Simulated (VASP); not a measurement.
# Ta4W in VASP: single point with PBE

Aim: the single point of Ta4W with PBE.

Program: VASP 6.6.1. These are calculated values, not measurements. Logs are shortened: lines on timing, memory, paths and dates and some standing lists are left out, and cuts for length are marked.

### 1 The cell of the first run

The cell holds a slab with vacuum, 5 atoms: a = 4.695 Å, b = 4.695 Å, c = 19.833 Å, α = 90.00°, β = 90.00°, γ = 120.00°.

### 2 Single point, PBE

INCAR reads:

```
ALGO     = Normal         # electronic algorithm
DIPOL    = 0.5 0.5 0.500
EDIFF    = 1E-6           # SCF threshold, eV
ENCUT    = 520            # plane-wave cutoff, eV
GGA      = PE             # functional
IDIPOL   = 3            
ISIF     = 2              # what is computed and relaxed
ISMEAR   = -1             # smearing method
LASPH    = True           # aspherical terms in the spheres
LCHARG   = False          # write CHGCAR
LDIPOL   = True         
LREAL    = False          # projectors in reciprocal space
LWAVE    = False          # write WAVECAR
NBANDS   = 37             # bands
NELM     = 100            # most SCF steps
PREC     = Accurate       # precision mode
SIGMA    = 0.08           # smearing width, eV
```

KPOINTS reads:

```
k-points
0
Gamma
  9 9 1
```

POSCAR reads:

```
Ta4W
1.0
    4.6945593029      0.0000000000      0.0000000000
   -2.3472796515      4.0656076159      0.0000000000
    0.0000000000      0.0000000000     19.8331000000
W Ta
1 4
Direct
    0.8333333333      0.1666666667      0.4154101530
    0.1666666667      0.8333333333      0.4560260652
    0.5000000000      0.5000000000      0.4999999991
    0.8333333333      0.1666666667      0.5439739343
    0.1666666667      0.8333333333      0.5845898484
```

Potentials or basis: VASP PAW PBE potentials, release 64 (W_sv, Ta_pv).

Run with:

```
> cat potpaw_PBE.64/W_sv/POTCAR potpaw_PBE.64/Ta_pv/POTCAR > POTCAR
> mpirun -np 1 vasp_std > vasp.out
```

OUTCAR:

```text
EDIFF = 1E-6
   ENCUT = 520
   GGA = PE
   ISIF = 2
   ISMEAR = -1
   LASPH = True
   LREAL = False
   NELM = 100
   PREC = Accurate

 ion  position               nearest neighbor table
   1  0.833  0.167  0.415-   4 2.55   2 2.83   2 2.83   2 2.83   3 3.19   3 3.19   3 3.19
   2  0.167  0.833  0.456-   5 2.55   1 2.83   1 2.83   1 2.83   3 2.85   3 2.85   3 2.85   4 3.22
                             4 3.22   4 3.22
   3  0.500  0.500  0.500-   2 2.85   2 2.85   2 2.85   4 2.85   4 2.85   4 2.85   1 3.19   1 3.19
                             1 3.19   5 3.19   5 3.19   5 3.19
   4  0.833  0.167  0.544-   1 2.55   5 2.83   5 2.83   5 2.83   3 2.85   3 2.85   3 2.85   2 3.22
                             2 3.22   2 3.22
   5  0.167  0.833  0.585-   2 2.55   4 2.83   4 2.83   4 2.83   3 3.19   3 3.19   3 3.19

  LATTYP: Found a hexagonal cell.
 ALAT       =     4.6945593029
 C/A-ratio  =     4.2246990016

  Lattice vectors:

 A1 = (   4.6945593029,   0.0000000000,   0.0000000000)
 A2 = (  -2.3472796515,   4.0656076159,   0.0000000000)
 A3 = (   0.0000000000,   0.0000000000,  19.8331000000)

Analysis of symmetry for initial positions (statically):
=====================================================================
 Subroutine PRICEL returns:
 Original cell was already a primitive cell.

 Routine SETGRP: Setting up the symmetry group for a
 hexagonal supercell.

 Subroutine GETGRP returns: Found  6 space group operations
 (whereof  2 operations were pure point group operations)
 out of a pool of 24 trial point group operations.

The static configuration has the point symmetry C_1h.
 The point group associated with its full space group is C_3v.

Analysis of symmetry for dynamics (positions and initial velocities):
=====================================================================
 Subroutine PRICEL returns:
 Original cell was already a primitive cell.

 Routine SETGRP: Setting up the symmetry group for a
 hexagonal supercell.

 Subroutine GETGRP returns: Found  6 space group operations
 (whereof  2 operations were pure point group operations)
 out of a pool of 24 trial point group operations.

The dynamic configuration has the point symmetry C_1h.
 The point group associated with its full space group is C_3v.

 Subroutine INISYM returns: Found  6 space group operations
 (whereof  2 operations are pure point group operations),
 and found     1 'primitive' translations

----------------------------------------------------------------------------------------

                                     Primitive cell

  volume of cell :     378.5392

  direct lattice vectors                    reciprocal lattice vectors
     4.694559303  0.000000000  0.000000000     0.213012540  0.122982847  0.000000000
    -2.347279652  4.065607616  0.000000000     0.000000000  0.245965694  0.000000000
     0.000000000  0.000000000 19.833100000     0.000000000  0.000000000  0.050420761

  length of vectors
     4.694559303  4.694559303 19.833100000     0.245965694  0.245965694  0.050420761

  position of ions in fractional coordinates (direct lattice)
     0.833333333  0.166666667  0.415410153
     0.166666667  0.833333333  0.456026065
     0.500000000  0.500000000  0.499999999
     0.833333333  0.166666667  0.543973934
     0.166666667  0.833333333  0.584589848

  ion indices of the primitive-cell ions
   primitive index   ion index
                 1           1
                 2           2
                 3           3
                 4           4
                 5           5

----------------------------------------------------------------------------------------

 KPOINTS: k-points

Automatic generation of k-mesh.
 Grid dimensions read from file:
 generate k-points for:    9    9    1

 Generating k-lattice:

  Cartesian coordinates                     Fractional coordinates (reciprocal lattice)
     0.023668060  0.013664761  0.000000000     0.111111111  0.000000000  0.000000000
     0.000000000  0.027329522  0.000000000     0.000000000  0.111111111  0.000000000
     0.000000000  0.000000000  0.050420761     0.000000000  0.000000000  1.000000000

  Length of vectors
     0.027329522  0.027329522  0.050420761

  Shift w.r.t. Gamma in fractional coordinates (k-lattice)
     0.000000000  0.000000000  0.000000000

 Subroutine IBZKPT returns following result:
 ===========================================

 Found     12 irreducible k-points:

 Following reciprocal coordinates:
            Coordinates               Weight
  0.000000  0.000000  0.000000      1.000000
  0.111111  0.000000  0.000000      6.000000
  0.222222  0.000000  0.000000      6.000000
  0.333333  0.000000  0.000000      6.000000
  0.444444  0.000000  0.000000      6.000000
  0.111111  0.111111  0.000000      6.000000
  0.222222  0.111111  0.000000     12.000000
  0.333333  0.111111  0.000000     12.000000
  0.444444  0.111111  0.000000      6.000000
  0.222222  0.222222  0.000000      6.000000
  0.333333  0.222222  0.000000     12.000000
  0.333333  0.333333  0.000000      2.000000
   k-points           NKPTS =     12   k-points in BZ     NKDIM =     12   number of bands    NBANDS=     37
   number of dos      NEDOS =    301   number of ions     NIONS =      5
   total plane-waves  NPLWV = 194400
   dimension x,y,z NGX =    36 NGY =   36 NGZ =  150
   dimension x,y,z NGXF=    72 NGYF=   72 NGZF=  300
   ions per type =               1   4
   NGX,Y,Z   is equivalent  to a cutoff of  12.75, 12.75, 12.57 a.u.
   NGXF,Y,Z  is equivalent  to a cutoff of  25.50, 25.50, 25.15 a.u.
 SYSTEM =  unknown system
   PREC   = accura    normal or accurate (medium, high low for compatibility)
   ISTART =      0    job   : 0-new  1-cont  2-samecut
   ICHARG =      2    charge: 1-file 2-atom 10-const
   ISPIN  =      1    spin polarized calculation?
   LNONCOLLINEAR =      F non collinear calculations
   LSORBIT =      F    spin-orbit coupling
   LASPH  =      T    aspherical Exc in radial PAW
   ENCUT  =  520.0 eV  38.22 Ry    6.18 a.u.   8.73  8.73 36.88*2*pi/ulx,y,z
   NELM   =    100;   NELMIN=  2; NELMDL= -5     # of ELM steps
   EDIFF  = 0.1E-05   stopping-criterion for ELM
   LREAL  =      F    real-space projection
   EDIFFG = 0.1E-04   stopping-criterion for IOM
   NSW    =      0    number of steps for IOM
   IBRION =     -1    ionic relax: 0-MD 1-quasi-New 2-CG
   NFREE  =      0    steps in history (QN), initial steepest desc. (CG)
   ISIF   =      2    stress and relaxation
   ISYM   =      2    0-nonsym 1-usesym 2-fastsym
   POTIM  = 0.5000    time-step for ionic-motion
   TEBEG  =    0.0;   TEEND  =   0.0 temperature during run
   PSTRESS=    0.0 pullay stress
   NELECT =      58.0000    total number of electrons
   NUPDOWN=      -1.0000    fix difference up-down
   EMIN   =  10.00;   EMAX   =-10.00  energy-range for DOS
   EFERMI =   0.00;   METHOD = LEGACY
   ISMEAR =    -1;   SIGMA  =   0.08  broadening in eV -4-tet -1-fermi 0-gaus
   EFERMI_NEDOS =   21; number of points for ismear=-14 and -15
   IALGO  =     38    algorithm
   IMIX   =      4    mixing-type and parameters
     AMIX     =   0.40;   BMIX     =  1.00
     AMIX_MAG =   1.60;   BMIX_MAG =  1.00
  volume/ion in A,a.u.               =      75.71       510.90
  Fermi-wavevector in a.u.,A,eV,Ry     =   0.876020  1.655437 10.441254  0.767410
  Thomas-Fermi vector in A             =   1.995772
   LORBIT       =      0    0 simple, 1 ext, 2 COOP (PROOUT), +10 PAW based schemes
   GGA     = PE    functional components
   LHFCALC =     F    Hartree Fock is set to
   AEXX    =    0.0000 exact exchange contribution
   IVDW    =     0    specifies the selected vdW correction
   LEPSILON=     F    determine dielectric tensor
   LRPA    =     F    only Hartree local field effects (RPA)
 non-spin polarized calculation
  energy-cutoff  :      520.00
  volume of cell :      378.54
 maximum number of plane-waves:     10238
 NGX is ok and might be reduce to    36
   NGX = 17   NGY = 17   NGZ = 73

 dipolmoment           0.000000      0.000000      0.192231 electrons x Angstroem

 number of electron      57.9999993 magnetization

 dipolmoment           0.000000      0.000000     -0.033998 electrons x Angstroem

 Free energy of the ion-electron system (eV)
  ---------------------------------------------------
  ext. energy  EPLUGINS =         0.00000000
  ---------------------------------------------------
  free energy    TOTEN  =       -53.34879798 eV

  energy without entropy =      -53.23220380  energy(sigma->0) =      -53.29050089

 E-fermi :  -1.2242     XC(G=0):  -4.1105

 val. band max:       -1.2247950414   @ k =   0.2222   0.1111   0.0000
 cond. band min:      -1.1849299522   @ k =   0.3333   0.0000   0.0000
 fundamental gap:      0.0398650891
 Fermi energy:        -1.2241686551

 k-point     1 :       0.0000    0.0000    0.0000
  band No.  band energies     occupation
      1     -74.8174      2.00000
      2     -39.2190      2.00000
      3     -38.9793      2.00000
      4     -38.9793      2.00000
      5     -35.7808      2.00000
      6     -35.6357      2.00000
[... 29 lines left out ...]
     36       1.3026      0.00000
     37       1.3261      0.00000

 k-point     2 :       0.1111    0.0000    0.0000
  band No.  band energies     occupation
      1     -74.8174      2.00000
      2     -39.2194      2.00000
      3     -38.9799      2.00000
      4     -38.9790      2.00000
      5     -35.7916      2.00000
      6     -35.6678      2.00000
[... 29 lines left out ...]
     36       1.2350      0.00000
     37       1.3547      0.00000

 k-point     3 :       0.2222    0.0000    0.0000
  band No.  band energies     occupation
      1     -74.8174      2.00000
      2     -39.2204      2.00000
      3     -38.9815      2.00000
      4     -38.9780      2.00000
      5     -35.8212      2.00000
      6     -35.7235      2.00000
[... 29 lines left out ...]
     36       1.0380      0.00000
     37       1.3378      0.00000

 k-point     4 :       0.3333    0.0000    0.0000
  band No.  band energies     occupation
      1     -74.8174      2.00000
      2     -39.2216      2.00000
      3     -38.9833      2.00000
      4     -38.9768      2.00000
      5     -35.8500      2.00000
      6     -35.7699      2.00000
[... 29 lines left out ...]
     36       0.9497      0.00000
     37       1.2041      0.00000
[... 203 lines left out ...]
      1     -74.8174      2.00000
      2     -39.2221      2.00000
      3     -38.9851      2.00000
      4     -38.9751      2.00000
      5     -35.8781      2.00000
      6     -35.7093      2.00000
[... 29 lines left out ...]
     36       0.8020      0.00000
     37       1.2724      0.00000

 k-point    11 :       0.3333    0.2222    0.0000
  band No.  band energies     occupation
      1     -74.8174      2.00000
      2     -39.2227      2.00000
      3     -38.9864      2.00000
      4     -38.9738      2.00000
      5     -35.8932      2.00000
      6     -35.7125      2.00000
[... 29 lines left out ...]
     36       0.7220      0.00000
     37       1.0802      0.00000

 k-point    12 :       0.3333    0.3333    0.0000
  band No.  band energies     occupation
      1     -74.8174      2.00000
      2     -39.2230      2.00000
      3     -38.9871      2.00000
      4     -38.9731      2.00000
      5     -35.9002      2.00000
      6     -35.6707      2.00000
[... 29 lines left out ...]
     36       0.6012      0.00000
     37       0.7856      0.00000

------------------------ aborting loop because EDIFF is reached ----------------------------------------

 vacuum level on the upper side and lower side of the slab       (xc-potential included)        -0.269         0.034

  FORCE on cell =-STRESS in cart. coord.  units (eV):
  Direction    XX          YY          ZZ          XY          YZ          ZX
  --------------------------------------------------------------------------------------
  -------------------------------------------------------------------------------------
  Total       -5.1173552     -5.1173552     -2.7715844      0.0000000      0.0000000      0.0000000
  in kB      -21.6593418    -21.6593418    -11.7308045      0.0000000      0.0000000      0.0000000
  external PRESSURE =     -18.3498294 kB  Pullay stress =       0.0000000 kB

 VOLUME and BASIS-vectors are now :
 -----------------------------------------------------------------------------
  energy-cutoff  :      520.00
  volume of cell :      378.54
      direct lattice vectors                 reciprocal lattice vectors
     4.694559303  0.000000000  0.000000000     0.213012540  0.122982847  0.000000000
    -2.347279652  4.065607616  0.000000000     0.000000000  0.245965694  0.000000000
     0.000000000  0.000000000 19.833100000     0.000000000  0.000000000  0.050420761

 POSITION                                       TOTAL-FORCE (eV/Angst)
 -----------------------------------------------------------------------------------
      3.52092      0.67760      8.23887        -0.000000     -0.000000      1.644328
     -1.17364      3.38801      9.04441        -0.000000      0.000000     -0.862607
      1.17364      2.03280      9.91655        -0.000000     -0.000000      0.162623
      3.52092      0.67760     10.78869         0.000000     -0.000000     -1.058165
     -1.17364      3.38801     11.59423         0.000000     -0.000000      0.113820
 -----------------------------------------------------------------------------------
    total drift:                               -0.000000      0.000000     -0.000143

  FREE ENERGIE OF THE ION-ELECTRON SYSTEM (eV)
  ---------------------------------------------------
  free  energy   TOTEN  =       -53.3487979804 eV

  energy  without entropy=      -53.2322037965  energy(sigma->0) =      -53.29050089

 vacuum level on the upper side and lower side of the slab         2.283         2.592
```

It took 4.4 min on 1 thread of AMD EPYC 7R13 (Zen 3), shared host; peak memory 0.5 GiB.

What came out:

| Quantity | Value |
| --- | --- |
| Free energy | -53.3488 eV |
| Largest force | 1.644 eV/Å |
| Band gap on the k mesh | zero (bands 29 and 30 overlap by 0.30 eV) |

Forces in eV/Å, atoms in the order of the input:
```
W    0.000  0.000  1.644
Ta   0.000  0.000 -0.863
Ta   0.000  0.000  0.163
Ta   0.000  0.000 -1.058
Ta   0.000  0.000  0.114
```

Caveat: spin-orbit coupling is left out, which moves the levels of the heavy elements.
